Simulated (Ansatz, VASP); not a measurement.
**One calculation of LiCl, two programs**

```xyz
2
Lattice="-0.1554 2.7129 2.7129 2.7129 -0.1554 2.7129 2.7129 2.7129 -0.1554" Properties=species:S:1:pos:R:3 pbc="T T T"
Li   -0.0276   -0.0276   -0.0276
Cl    1.3452    1.3452    1.3452
```

Change from the starting cell: epitaxial_111 strain +5.0%.

Alike in both runs: task single point; functional r2SCAN; k mesh 8 × 8 × 8; no spin polarisation.

|  | VASP | Ansatz |
| --- | --- | --- |
| version | VASP 6.6.1 | Ansatz 0.2.0 |
| potentials or method | VASP PAW PBE potentials, release 64 (Li_sv, Cl) | plane waves, PAW |
| plane-wave cutoff (eV) | 520 | 500 |
| occupations | gaussian, width 0.01 eV | fixed |
| valence electrons in the cell | 10 | 10 |

```csv
,VASP,Ansatz,Ansatz less VASP
gap on the k mesh at the Fermi level (eV),6.31,6.26,-0.051
rms of the force components (eV/Å),0.005,0.000,-0.0048
```

VASP's potentials were made for PBE, not for r2SCAN. Atom by atom the forces differ by 0.005 eV/Å (rms over components).

Noted on VASP's run: the cutoff is short for stress, so the pressure is rough.
